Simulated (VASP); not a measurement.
A run of VASP 6.6.1 is set up as follows.

INCAR

```
ALGO     = Normal         # electronic algorithm
EDIFF    = 1E-6           # SCF threshold, eV
ENCUT    = 520            # plane-wave cutoff, eV
GGA      = PE             # functional
ISIF     = 2              # what is computed and relaxed
ISMEAR   = 0              # smearing method
LASPH    = True           # aspherical terms in the spheres
LCHARG   = False          # write CHGCAR
LREAL    = False          # projectors in reciprocal space
LWAVE    = False          # write WAVECAR
NBANDS   = 32             # bands
NELM     = 100            # most SCF steps
PREC     = Accurate       # precision mode
SIGMA    = 0.1            # smearing width, eV
```

Contents of KPOINTS:

```
k-points
0
Gamma
  6 6 6
```

POSCAR

```
Ta2As5
1.0
    2.3582744000      1.3615503600      7.6314287500
   -2.3582744000      1.3615503600      7.6314287500
    0.0000000000     -2.7231007200      7.6314287500
Ta As
2 5
Direct
    0.2483980100      0.2483980100      0.2483980100
    0.7516019900      0.7516019900      0.7516019900
    0.6229810100      0.6229810100      0.6229810100
    0.1265240000      0.1265240000      0.1265240000
    0.3770189900      0.3770189900      0.3770189900
    0.8734760000      0.8734760000      0.8734760000
    0.0000000000      0.0000000000      0.0000000000
```

Potentials or basis: VASP PAW PBE potentials, release 64 (Ta_pv, As).

Run with:

```bash
$ cat potpaw_PBE.64/Ta_pv/POTCAR potpaw_PBE.64/As/POTCAR > POTCAR
$ mpirun -np 1 vasp_std > vasp.out
```

(1) What does it give for the band gap on the k mesh?

(2) What does it give for the largest force?

(3) Predict the pressure.

Results:

(1) zero (an odd number of electrons rules out a gap without spin polarisation).

(2) 0.506 eV/Å.

(3) -7.8 GPa.

Caveat: the cell stands under tension; spin-orbit coupling is left out, which moves the levels of the heavy elements; an odd number of electrons without spin polarisation forces a metal; a magnetic or distorted state may lie lower.
